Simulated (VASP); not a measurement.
# Na16H (a cell with a defect) in VASP: notebook

Runs on Na16H (a cell with a defect). Level: r2SCAN+D3(BJ). Tasks: single point.

All numbers are computed with VASP 6.6.1; they aren't measurements. Logs are shortened: lines on timing, memory, paths and dates and some standing lists are left out, and cuts for length are marked.

**1. The cell of the first run**

The cell holds a defect, 17 atoms: a = 8.460 Å, b = 8.460 Å, c = 8.460 Å, α = 90.00°, β = 90.00°, γ = 90.00°.

**2. Single point, r2SCAN+D3(BJ)**

Input file POSCAR:

```
Na16H
1.0
    8.4600000000      0.0000000000      0.0000000000
    0.0000000000      8.4600000000      0.0000000000
    0.0000000000      0.0000000000      8.4600000000
Na H
16 1
Direct
   -0.0137234043     -0.0360874704      0.0098936170
    0.5732033097     -0.0278014184      0.0038888889
    0.0410756501      0.5144680851     -0.0940425532
   -0.0211938534     -0.0475177305      0.4854018913
    0.2351891253      0.2913947991      0.2336643026
    0.4940780142      0.5280732861      0.0880260047
    0.4431087470      0.0578250591      0.4492080378
    0.8437115839      0.3309219858      0.2653191489
   -0.0106028369      0.4471631206      0.5314657210
    0.2214184397      0.6728605201      0.1585342790
    0.2302364066      0.2110283688      0.7659574468
    0.4281914894      0.6060520095      0.4816784870
    0.7577068558      0.7623167849      0.3008156028
    0.7238770686      0.2259810875      0.6980260047
    0.2756382979      0.7681205674      0.7634869976
    0.7775059102      0.6783333333      0.8521394799
    0.2791016548      0.5447281324      0.7000945626
```

Input file INCAR.step1:

```
SYSTEM = Na16H
  PREC = Accurate
  ENCUT = 520
  ISMEAR = -1
  SIGMA = 0.1
  LREAL = Auto
  LASPH = .TRUE.
  NELM = 60
  NBANDS = 70
  GGA = PE
  ALGO = Normal
  EDIFF = 1E-4
  LWAVE = .TRUE.
  LCHARG = .FALSE.
```

Input file INCAR.step2:

```
SYSTEM = Na16H
  PREC = Accurate
  ENCUT = 520
  EDIFF = 1E-6
  ISMEAR = -1
  SIGMA = 0.1
  LREAL = Auto
  LASPH = .TRUE.
  NELM = 60
  ALGO = Normal
  ISIF = 2
  LWAVE = .FALSE.
  LCHARG = .TRUE.
  METAGGA = R2SCAN
  LMIXTAU = .TRUE.
  IVDW = 12
  VDW_S6 = 1.0
  VDW_S8 = 0.78981345
  VDW_A1 = 0.49484001
  VDW_A2 = 5.73083694
  LELF = .TRUE.
  LVHAR = .TRUE.
  NBANDS = 70
  ISTART = 1
```

Input file KPOINTS:

```
Automatic mesh
0
G
  2 2 2
  0 0 0
```

Potentials or basis: VASP PAW PBE potentials, release 64 (Na_pv, H).

Command:

```
> cat potpaw_PBE.64/Na_pv/POTCAR potpaw_PBE.64/H/POTCAR > POTCAR
> cp INCAR.step1 INCAR
> mpirun -np 1 vasp_std > vasp.out
> cp INCAR.step2 INCAR
> mpirun -np 1 vasp_std > vasp.out
```

OUTCAR:

```text
SYSTEM = Na16H
   PREC = Accurate
   ENCUT = 520
   EDIFF = 1E-6
   ISMEAR = -1
   LREAL = Auto
   LASPH = .TRUE.
   NELM = 60
   ISIF = 2
   METAGGA = R2SCAN
   IVDW = 12
   ISTART = 1
 IVDW          = 12

 ion  position               nearest neighbor table
   1  0.986  0.964  0.010-
   2  0.573  0.972  0.004-
   3  0.041  0.514  0.906-  16 2.66
   4  0.979  0.952  0.485-
   5  0.235  0.291  0.234-
   6  0.494  0.528  0.088-  10 2.68
   7  0.443  0.058  0.449-
   8  0.844  0.331  0.265-   9 2.75
   9  0.989  0.447  0.531-   8 2.75
  10  0.221  0.673  0.159-   6 2.68
  11  0.230  0.211  0.766-
  12  0.428  0.606  0.482-
  13  0.758  0.762  0.301-
  14  0.724  0.226  0.698-
  15  0.276  0.768  0.763-
  16  0.778  0.678  0.852-   3 2.66
  17  0.279  0.545  0.700-

  LATTYP: Found a simple cubic cell.
 ALAT       =     8.4600000000

  Lattice vectors:

 A1 = (   8.4600000000,   0.0000000000,   0.0000000000)
 A2 = (   0.0000000000,   8.4600000000,   0.0000000000)
 A3 = (   0.0000000000,   0.0000000000,   8.4600000000)

Analysis of symmetry for initial positions (statically):
=====================================================================
 Subroutine PRICEL returns:
 Original cell was already a primitive cell.

 Routine SETGRP: Setting up the symmetry group for a
 simple cubic supercell.

 Subroutine GETGRP returns: Found  1 space group operations
 (whereof  1 operations were pure point group operations)
 out of a pool of 48 trial point group operations.

The static configuration has the point symmetry C_1 .

Analysis of symmetry for dynamics (positions and initial velocities):
=====================================================================
 Subroutine PRICEL returns:
 Original cell was already a primitive cell.

 Routine SETGRP: Setting up the symmetry group for a
 simple cubic supercell.

 Subroutine GETGRP returns: Found  1 space group operations
 (whereof  1 operations were pure point group operations)
 out of a pool of 48 trial point group operations.

The dynamic configuration has the point symmetry C_1 .

 Subroutine INISYM returns: Found  1 space group operations
 (whereof  1 operations are pure point group operations),
 and found     1 'primitive' translations

----------------------------------------------------------------------------------------

                                     Primitive cell

  volume of cell :     605.4957

  direct lattice vectors                    reciprocal lattice vectors
     8.460000000  0.000000000  0.000000000     0.118203310  0.000000000  0.000000000
     0.000000000  8.460000000  0.000000000     0.000000000  0.118203310  0.000000000
     0.000000000  0.000000000  8.460000000     0.000000000  0.000000000  0.118203310

  length of vectors
     8.460000000  8.460000000  8.460000000     0.118203310  0.118203310  0.118203310

  position of ions in fractional coordinates (direct lattice)
     0.986276596  0.963912530  0.009893617
     0.573203310  0.972198582  0.003888889
     0.041075650  0.514468085  0.905957447
     0.978806147  0.952482270  0.485401891
     0.235189125  0.291394799  0.233664303
     0.494078014  0.528073286  0.088026005
[... 9 lines left out ...]
     0.777505910  0.678333333  0.852139480
     0.279101655  0.544728132  0.700094563

  ion indices of the primitive-cell ions
   primitive index   ion index
                 1           1
                 2           2
                 3           3
                 4           4
                 5           5
                 6           6
[... 9 lines left out ...]
                16          16
                17          17

----------------------------------------------------------------------------------------

 KPOINTS: Automatic mesh

Automatic generation of k-mesh.
 Grid dimensions read from file:
 generate k-points for:    2    2    2

 Generating k-lattice:

  Cartesian coordinates                     Fractional coordinates (reciprocal lattice)
     0.059101655  0.000000000  0.000000000     0.500000000  0.000000000  0.000000000
     0.000000000  0.059101655  0.000000000     0.000000000  0.500000000  0.000000000
     0.000000000  0.000000000  0.059101655     0.000000000  0.000000000  0.500000000

  Length of vectors
     0.059101655  0.059101655  0.059101655

  Shift w.r.t. Gamma in fractional coordinates (k-lattice)
     0.000000000  0.000000000  0.000000000

 Subroutine IBZKPT returns following result:
 ===========================================

 Found      8 irreducible k-points:

 Following reciprocal coordinates:
            Coordinates               Weight
  0.000000  0.000000  0.000000      1.000000
  0.500000  0.000000  0.000000      1.000000
  0.000000  0.500000  0.000000      1.000000
  0.000000  0.000000  0.500000      1.000000
  0.500000  0.500000  0.000000      1.000000
  0.000000  0.500000  0.500000      1.000000
  0.500000  0.000000  0.500000      1.000000
  0.500000  0.500000  0.500000      1.000000
   k-points           NKPTS =      8   k-points in BZ     NKDIM =      8   number of bands    NBANDS=     70
   number of dos      NEDOS =    301   number of ions     NIONS =     17
   total plane-waves  NPLWV = 262144
   dimension x,y,z NGX =    64 NGY =   64 NGZ =   64
   dimension x,y,z NGXF=   128 NGYF=  128 NGZF=  128
   ions per type =              16   1
   NGX,Y,Z   is equivalent  to a cutoff of  12.58, 12.58, 12.58 a.u.
   NGXF,Y,Z  is equivalent  to a cutoff of  25.15, 25.15, 25.15 a.u.
 SYSTEM =  Na16H
   PREC   = accura    normal or accurate (medium, high low for compatibility)
   ISTART =      1    job   : 0-new  1-cont  2-samecut
   ICHARG =      0    charge: 1-file 2-atom 10-const
   ISPIN  =      1    spin polarized calculation?
   LNONCOLLINEAR =      F non collinear calculations
   LSORBIT =      F    spin-orbit coupling
   LASPH  =      T    aspherical Exc in radial PAW
   ENCUT  =  520.0 eV  38.22 Ry    6.18 a.u.  15.73 15.73 15.73*2*pi/ulx,y,z
   NELM   =     60;   NELMIN=  2; NELMDL=  0     # of ELM steps
   EDIFF  = 0.1E-05   stopping-criterion for ELM
   LREAL  =      T    real-space projection
   EDIFFG = 0.1E-04   stopping-criterion for IOM
   NSW    =      0    number of steps for IOM
   IBRION =     -1    ionic relax: 0-MD 1-quasi-New 2-CG
   NFREE  =      0    steps in history (QN), initial steepest desc. (CG)
   ISIF   =      2    stress and relaxation
   ISYM   =      2    0-nonsym 1-usesym 2-fastsym
   POTIM  = 0.5000    time-step for ionic-motion
   TEBEG  =    0.0;   TEEND  =   0.0 temperature during run
   PSTRESS=    0.0 pullay stress
   NELECT =     113.0000    total number of electrons
   NUPDOWN=      -1.0000    fix difference up-down
   EMIN   =  10.00;   EMAX   =-10.00  energy-range for DOS
   EFERMI =   0.00;   METHOD = LEGACY
   ISMEAR =    -1;   SIGMA  =   0.10  broadening in eV -4-tet -1-fermi 0-gaus
   EFERMI_NEDOS =   21; number of points for ismear=-14 and -15
   IALGO  =     38    algorithm
   IMIX   =      4    mixing-type and parameters
     AMIX     =   0.40;   BMIX     =  1.00
     AMIX_MAG =   1.60;   BMIX_MAG =  1.00
  volume/ion in A,a.u.               =      35.62       240.36
  Fermi-wavevector in a.u.,A,eV,Ry     =   0.935543  1.767921 11.908383  0.875241
  Thomas-Fermi vector in A             =   2.062462
   LORBIT       =      0    0 simple, 1 ext, 2 COOP (PROOUT), +10 PAW based schemes
   METAGGA = R2SCAN    functional components
   LHFCALC =     F    Hartree Fock is set to
   AEXX    =    0.0000 exact exchange contribution
   IVDW    =    12    specifies the selected vdW correction
   LEPSILON=     F    determine dielectric tensor
   LRPA    =     F    only Hartree local field effects (RPA)
 non-spin polarized calculation
  energy-cutoff  :      520.00
  volume of cell :      605.50
 maximum number of plane-waves:     16384
 NGX is ok and might be reduce to    64
   NGX = 31   NGY = 31   NGZ = 31

 number of electron     113.0000000 magnetization

 Free energy of the ion-electron system (eV)
  ---------------------------------------------------
  ext. energy  EPLUGINS =         0.00000000
  ---------------------------------------------------
  free energy    TOTEN  =       -57.65165698 eV

  energy without entropy =      -57.33341689  energy(sigma->0) =      -57.49253694

 E-fermi :   0.1782     XC(G=0):  -6.8366

 val. band max:        0.1546652678   @ k =   0.5000   0.0000   0.5000
 cond. band min:       0.1939397315   @ k =   0.5000   0.0000   0.5000
 fundamental gap:      0.0392744637
 Fermi energy:         0.1781686223

 k-point     1 :       0.0000    0.0000    0.0000
  band No.  band energies     occupation
      1     -26.1369      2.00000
      2     -26.0783      2.00000
      3     -26.0509      2.00000
      4     -26.0411      2.00000
      5     -26.0346      2.00000
      6     -26.0274      2.00000
[... 60 lines left out ...]
     67       1.8500      0.00000
     68       2.7676      0.00000

 k-point     2 :       0.5000    0.0000    0.0000
  band No.  band energies     occupation
      1     -26.1370      2.00000
      2     -26.0784      2.00000
      3     -26.0505      2.00000
      4     -26.0408      2.00000
      5     -26.0349      2.00000
      6     -26.0276      2.00000
[... 60 lines left out ...]
     67       2.2301      0.00000
     68       2.2800      0.00000

 k-point     3 :       0.0000    0.5000    0.0000
  band No.  band energies     occupation
      1     -26.1369      2.00000
      2     -26.0783      2.00000
      3     -26.0509      2.00000
      4     -26.0411      2.00000
      5     -26.0346      2.00000
      6     -26.0274      2.00000
[... 344 lines left out ...]
     67       2.7557      0.00000
     68       2.8258      0.00000

 k-point     8 :       0.5000    0.5000    0.5000
  band No.  band energies     occupation
      1     -26.1369      2.00000
      2     -26.0784      2.00000
      3     -26.0508      2.00000
      4     -26.0407      2.00000
      5     -26.0348      2.00000
      6     -26.0277      2.00000
[... 60 lines left out ...]
     67       2.7880      0.00000
     68       2.8305      0.00000
 [bands above 68 left out]

------------------------ aborting loop because EDIFF is reached ----------------------------------------

 Edisp (eV)   -1.15637

 E8    (eV) :    -0.4465

  FORCE on cell =-STRESS in cart. coord.  units (eV):
  Direction    XX          YY          ZZ          XY          YZ          ZX
  --------------------------------------------------------------------------------------
  -------------------------------------------------------------------------------------
  Total       2.91101     1.50810     1.83495    -1.33868     1.71449     0.98331
  in kB       7.70270     3.99052     4.85538    -3.54223     4.53663     2.60188
  external pressure =        5.52 kB  Pullay stress =        0.00 kB

 VOLUME and BASIS-vectors are now :
 -----------------------------------------------------------------------------
  energy-cutoff  :      520.00
  volume of cell :      605.50
      direct lattice vectors                 reciprocal lattice vectors
     8.460000000  0.000000000  0.000000000     0.118203310  0.000000000  0.000000000
     0.000000000  8.460000000  0.000000000     0.000000000  0.118203310  0.000000000
     0.000000000  0.000000000  8.460000000     0.000000000  0.000000000  0.118203310

 POSITION                                       TOTAL-FORCE (eV/Angst)
 -----------------------------------------------------------------------------------
      8.34390      8.15470      0.08370         0.108356      0.302547      0.024779
      4.84930      8.22480      0.03290        -0.373456      0.230197      0.139146
      0.34750      4.35240      7.66440         0.350783     -0.538685      0.067122
      8.28070      8.05800      4.10650         0.335936      0.210650      0.220097
      1.98970      2.46520      1.97680        -0.084323     -0.320814     -0.081758
      4.17990      4.46750      0.74470         0.646520     -0.415725     -0.447709
[... 9 lines left out ...]
      6.57770      5.73870      7.20910        -0.566384      0.247719     -0.442342
      2.36120      4.60840      5.92280        -0.238775     -0.728306     -0.130392
 -----------------------------------------------------------------------------------
    total drift:                               -0.069498     -0.007564     -0.058526

  FREE ENERGIE OF THE ION-ELECTRON SYSTEM (eV)
  ---------------------------------------------------
  free  energy   TOTEN  =       -58.8080319239 eV

  energy  without entropy=      -58.4897918333  energy(sigma->0) =      -58.64891188
```

It took 20 min on 1 thread of Intel Xeon Platinum 8259CL at 2.50GHz (Skylake/Cascade Lake), shared host; peak memory 0.74 GiB.

What came out:

```yaml
Free_energy: -58.8080 eV
Pressure: 0.6 GPa
Largest_force: 1.098 eV/Å
Band_gap_on_the_k_mesh: zero (an odd number of electrons rules out a gap without spin polarisation)
Dispersion_energy_per_atom: -0.068 eV
```

Forces on the atoms (eV/Å):
```
Na   0.108  0.303  0.025
Na  -0.373  0.230  0.139
Na   0.351 -0.539  0.067
Na   0.336  0.211  0.220
Na  -0.084 -0.321 -0.082
Na   0.647 -0.416 -0.448
Na   0.193 -0.248 -0.087
Na  -0.504 -0.294 -0.609
Na   0.546  0.535  0.272
Na  -0.595  0.741  0.550
Na   0.185  0.125  0.009
Na   0.121 -0.341  0.274
Na  -0.085 -0.250 -0.137
Na  -0.026  0.046  0.203
Na  -0.013  0.699  0.175
Na  -0.566  0.248 -0.442
H   -0.239 -0.728 -0.130
```

Caveat: the k points lie up to 0.37 Å⁻¹ apart, too coarse for converged energies and pressures of a metal; the atoms stand as in a frame of molecular dynamics; the PAW data sets were made with another functional, which shifts forces and pressure a little.

**3. Single point, r2SCAN+D3(BJ)**

Input file POSCAR:

```
Na16H
1.0
    8.4600000000      0.0000000000      0.0000000000
    0.0000000000      8.4600000000      0.0000000000
    0.0000000000      0.0000000000      8.4600000000
Na H
16 1
Direct
   -0.0493617021     -0.0147281324      0.0200118203
    0.5764775414      0.0205910165     -0.0308392435
    0.1047635934      0.4473049645     -0.0930260047
   -0.0048226950     -0.0568439716      0.5104137116
    0.2161938534      0.2755910165      0.2347635934
    0.5226713948      0.5302364066      0.1418912530
    0.4109810875      0.0721394799      0.4592434988
    0.8542198582      0.3392434988      0.1965484634
    0.0305555556      0.4757565012      0.5515011820
    0.1745744681      0.7166075650      0.1814539007
    0.2393026005      0.2193498818      0.7682978723
    0.4050591017      0.5977895981      0.4665130024
    0.7911583924      0.6923286052      0.2902600473
    0.6936170213      0.2007092199      0.6848936170
    0.2862765957      0.7905673759      0.7432978723
    0.7493853428      0.6798226950      0.8686052009
    0.2422104019      0.4687943262      0.6922104019
```

Input file INCAR.step1:

```
PREC = Accurate
ENCUT = 520
ISMEAR = -1
SIGMA = 0.1
LREAL = Auto
LASPH = True
NELM = 100
NBANDS = 70
GGA = PE
ALGO = Normal
EDIFF = 1E-4
LWAVE = True
LCHARG = False
```

Input file INCAR.step2:

```
PREC = Accurate
ENCUT = 520
EDIFF = 1E-7
ISMEAR = -1
SIGMA = 0.1
LREAL = Auto
LASPH = True
NELM = 100
ALGO = Normal
ISIF = 2
LWAVE = False
LCHARG = False
METAGGA = R2SCAN
LMIXTAU = True
IVDW = 12
VDW_S6 = 1.0
VDW_S8 = 0.78981345
VDW_A1 = 0.49484001
VDW_A2 = 5.73083694
NBANDS = 70
ISTART = 1
```

Input file KPOINTS:

```
Automatic mesh
0
Gamma
  2 2 2
```

Potentials or basis: VASP PAW PBE potentials, release 64 (Na_pv, H).

Command:

```
> cat potpaw_PBE.64/Na_pv/POTCAR potpaw_PBE.64/H/POTCAR > POTCAR
> cp INCAR.step1 INCAR
> mpirun -np 1 vasp_std > vasp.out
> cp INCAR.step2 INCAR
> mpirun -np 1 vasp_std > vasp.out
```

Wall time 24 min (1 thread of Intel Xeon Platinum 8259CL at 2.50GHz (Skylake/Cascade Lake), shared host); peak memory 0.74 GiB.

The run converged. Its results:

```yaml
Free_energy: -58.8794 eV
Pressure: 0.7 GPa
Largest_force: 0.863 eV/Å
Band_gap_on_the_k_mesh: zero (an odd number of electrons rules out a gap without spin polarisation)
Dispersion_energy_per_atom: -0.068 eV
```

Forces in eV/Å, atoms in the order of the input:
```
Na   0.344  0.129 -0.104
Na  -0.467 -0.027  0.482
Na  -0.398  0.645  0.412
Na  -0.058  0.220  0.000
Na   0.087 -0.128 -0.085
Na  -0.356 -0.356 -0.585
Na   0.258 -0.413 -0.210
Na  -0.263 -0.344  0.000
Na  -0.178  0.090 -0.224
Na   0.015  0.206  0.002
Na   0.391 -0.564 -0.240
Na   0.089 -0.309  0.500
Na   0.033  0.459  0.217
Na   0.368  0.417 -0.106
Na  -0.082 -0.118  0.364
Na   0.097 -0.150 -0.363
H    0.121  0.243 -0.061
```

Stress tensor (GPa, compression positive):
```
 0.99 -0.57  0.16
-0.57  0.26  0.48
 0.16  0.48  0.76
```

Levels at points of the mesh, in eV from the Fermi level:
| k point | band 52 | band 53 | band 54 | band 55 | band 56 | band 57 | band 58 | band 59 | band 60 | band 61 |
| --- | --- | --- | --- | --- | --- | --- | --- | --- | --- | --- |
| (0.00, 0.00, 0.00) | -1.12 | -1.05 | -0.97 | -0.84 | -0.13 | 0.75 | 0.80 | 0.88 | 1.00 | 1.04 |
| (0.50, 0.00, 0.00) | -0.78 | -0.69 | -0.64 | -0.54 | -0.44 | -0.26 | -0.11 | 0.69 | 1.29 | 1.44 |
| (0.00, 0.50, 0.00) | -0.69 | -0.63 | -0.56 | -0.46 | -0.41 | -0.27 | -0.17 | 0.48 | 1.40 | 1.45 |
| (0.00, 0.00, 0.50) | -0.69 | -0.58 | -0.53 | -0.49 | -0.43 | -0.41 | -0.24 | 0.53 | 1.35 | 1.43 |
| (0.50, 0.50, 0.00) | -2.02 | -1.58 | -0.13 | 0.02 | 0.05 | 0.10 | 0.16 | 0.25 | 0.32 | 1.09 |
| (0.00, 0.50, 0.50) | -2.03 | -1.14 | -0.18 | -0.15 | 0.03 | 0.03 | 0.23 | 0.26 | 0.29 | 1.11 |
| (0.50, 0.00, 0.50) | -1.94 | -1.43 | -0.13 | -0.10 | -0.07 | 0.11 | 0.16 | 0.31 | 0.36 | 1.11 |
| (0.50, 0.50, 0.50) | -1.72 | -1.61 | -1.49 | -1.31 | -1.23 | 0.05 | 2.00 | 2.09 | 2.21 | 2.25 |

Caveat: the k points lie up to 0.37 Å⁻¹ apart, too coarse for converged energies and pressures of a metal; the atoms stand as in a frame of molecular dynamics; the PAW data sets were made with another functional, which shifts forces and pressure a little.

The gap in the log of VASP goes by the Fermi energy; the results here count the filled bands.